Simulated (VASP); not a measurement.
**Au: electric field gradients with PBE**

The system is Au.

```xyz
1
Lattice="0.0000 2.0353 2.0660 2.0353 0.0000 2.0660 2.0353 2.0353 0.0000" Properties=species:S:1:pos:R:3 pbc="T T T"
Au    0.0000    0.0000    0.0000
```

This cell differs from its parent crystal: z stretched by +1 % at fixed volume.

- Program: VASP 6.6.1
- Task: electric field gradients
- Functional: PBE
- Potentials or basis: VASP PAW PBE potentials, release 64 (Au)
- Cutoff: 520 eV
- k mesh: 14 × 14 × 14
- Occupations: fermi-dirac, width 0.08 eV
- Spin: no spin polarisation
- Dipole correction: no
- Further INCAR settings: ALGO = Normal; EDIFF = 1e-08; NBANDS = 12

| Property | Result |
| --- | --- |
| Pressure | 7.5 GPa |

Stress tensor (GPa, compression positive):
```
7.65 0.00 0.00
0.00 7.65 0.00
0.00 0.00 7.29
```

Levels at points of the mesh, in eV from the Fermi level:
| k point | band 2 | band 3 | band 4 | band 5 | band 6 | band 7 | band 8 | band 9 | band 10 | band 11 |
| --- | --- | --- | --- | --- | --- | --- | --- | --- | --- | --- |
| (0.00, 0.00, 0.00) | -4.72 | -4.59 | -4.59 | -3.21 | -3.06 | 14.57 | 18.37 | 18.62 | 18.62 | 23.43 |
| (0.50, 0.00, 0.00) | -4.73 | -4.61 | -1.97 | -1.91 | -0.90 | 3.08 | 14.00 | 16.99 | 17.30 | 24.72 |
| (0.50, 0.50, 0.00) | -6.68 | -1.98 | -1.63 | -1.63 | 0.90 | 5.54 | 10.21 | 10.21 | 17.35 | 19.94 |
| (0.50, 0.00, 0.50) | -6.67 | -1.99 | -1.67 | -1.57 | 1.16 | 5.89 | 9.93 | 9.96 | 17.12 | 19.71 |

Electric field gradients, principal values (V/Å²):
```tsv
atom	least	middle	greatest (by size)
1 Au	-1.893	-1.893	3.785
```

Run time: 20 s on 1 thread of Intel(R) Xeon(R) Platinum 8488C (Sapphire Rapids), with other jobs on the host, peak memory 0.18 GiB.

Caveat: without QUAD_EFG the Cq values of the log hold for a quadrupole moment of 1 mb, not for the nuclei; spin-orbit coupling is left out, which moves the levels of the heavy elements.
